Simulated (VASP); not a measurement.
Write the native input for VASP 6.6.1 that does the following.

```yaml
Task: single point
Functional: r2SCAN
Potentials_or_basis: VASP PAW PBE potentials, release 64 (Mg, O)
Cutoff: 660 eV
k_mesh: 8 × 8 × 8
Occupations: gaussian, width 0.05 eV
Spin: no spin polarisation
Dipole_correction: no
Further_INCAR_settings: ALGO = Normal; EDIFF = 1e-06; NBANDS = 11
```

Crystal: MgO (Periclase).

```
Mg O
1.0
     0.00000    2.12750    2.12750
     2.12750    0.00000    2.12750
     2.12750    2.12750    0.00000
Mg O
1 1
Direct
  0.00000 0.00000 0.00000
  0.50000 0.50000 0.50000
```

The input as run:

POSCAR

```
MgO
1.0
    0.0000000000      2.1274969947      2.1274969947
    2.1274969947      0.0000000000      2.1274969947
    2.1274969947      2.1274969947      0.0000000000
Mg O
1 1
Direct
    0.0000000000      0.0000000000      0.0000000000
    0.5000000000      0.5000000000      0.5000000000
```

INCAR.step1

```
PREC     = Accurate       # precision mode
ENCUT    = 660            # plane-wave cutoff, eV
ISMEAR   = 0              # smearing method
SIGMA    = 0.05           # smearing width, eV
LREAL    = False          # projectors in reciprocal space
LASPH    = True           # aspherical terms in the spheres
NELM     = 120            # most SCF steps
NBANDS   = 11             # bands
GGA      = PE             # functional
ALGO     = Normal         # electronic algorithm
EDIFF    = 1E-5           # SCF threshold, eV
LWAVE    = True           # write WAVECAR
LCHARG   = False          # write CHGCAR
GGA_COMPAT= False
```

INCAR.step2

```
PREC     = Accurate       # precision mode
ENCUT    = 660            # plane-wave cutoff, eV
EDIFF    = 1E-6           # SCF threshold, eV
ISMEAR   = 0              # smearing method
SIGMA    = 0.05           # smearing width, eV
LREAL    = False          # projectors in reciprocal space
LASPH    = True           # aspherical terms in the spheres
NELM     = 120            # most SCF steps
ALGO     = Normal         # electronic algorithm
ISIF     = 2              # what is computed and relaxed
LWAVE    = False          # write WAVECAR
LCHARG   = False          # write CHGCAR
METAGGA  = R2SCAN         # meta-GGA
LMIXTAU  = True         
NBANDS   = 11             # bands
ISTART   = 1            
GGA_COMPAT= False
```

KPOINTS

```
regular mesh
0
Gamma
  8 8 8
```

Potentials or basis: VASP PAW PBE potentials, release 64 (Mg, O).

Command:

```sh
$ cat potpaw_PBE.64/Mg/POTCAR potpaw_PBE.64/O/POTCAR > POTCAR
$ cp INCAR.step1 INCAR
$ mpirun -np 1 vasp_std > vasp.out
$ cp INCAR.step2 INCAR
$ mpirun -np 1 vasp_std > vasp.out
```

Results of the run:

The pressure is -7.0 GPa. The band gap on the k mesh is 5.31 eV, direct.

Caveat: the PAW data sets were made with another functional, which shifts forces and pressure a little.

Wall time 29 s on 1 thread of Intel(R) Xeon(R) Platinum 8559C (Emerald Rapids), with other jobs on the host, peak memory 0.17 GiB.
